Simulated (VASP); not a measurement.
Write the native input for VASP 6.6.1 that does the following.

```yaml
Task: single point
Functional: PBEsol
Potentials_or_basis: VASP PAW PBE potentials, release 64 (Mg)
Cutoff: 520 eV
k_mesh: 8 × 8 × 5
Occupations: fermi-dirac, width 0.1 eV
Spin: no spin polarisation
Dipole_correction: no
Further_INCAR_settings: ALGO = Normal; EDIFF = 1e-06; NBANDS = 9
```

The structure of Mg lies in POSCAR:

```
Mg
1.0
    3.1766296753      0.0000000000      0.0000000000
   -1.5883148376      2.7510419972      0.0000000000
    0.0000000000      0.0000000000      5.1620185307
Mg
2
Direct
    0.3333333333      0.6666666667      0.2500000000
    0.6666666667      0.3333333333      0.7500000000
```

The input as run:

INCAR

```
PREC = Accurate
ENCUT = 520
EDIFF = 1E-6
ISMEAR = -1
SIGMA = 0.1
LREAL = False
LASPH = True
NELM = 100
ALGO = Normal
ISIF = 2
LWAVE = False
LCHARG = False
GGA = PS
NBANDS = 9
```

KPOINTS

```
Automatic mesh
0
Gamma
  8 8 5
```

Potentials or basis: VASP PAW PBE potentials, release 64 (Mg).

Command:

```console
$ cat potpaw_PBE.64/Mg/POTCAR > POTCAR
$ mpirun -np 1 vasp_std > vasp.out
```

It gave:

```
Pressure               : -0.1 GPa
Band gap on the k mesh : zero (band 2 reaches 3.69 eV, above the bottom of band 3 at 1.44 eV)
```

Caveat: the PAW data sets were made with another functional, which shifts forces and pressure a little.

It took 7.8 s on 1 thread of Intel(R) Xeon(R) Platinum 8375C CPU @ 2.90GHz (Ice Lake) (shared host), peak memory 0.16 GiB.
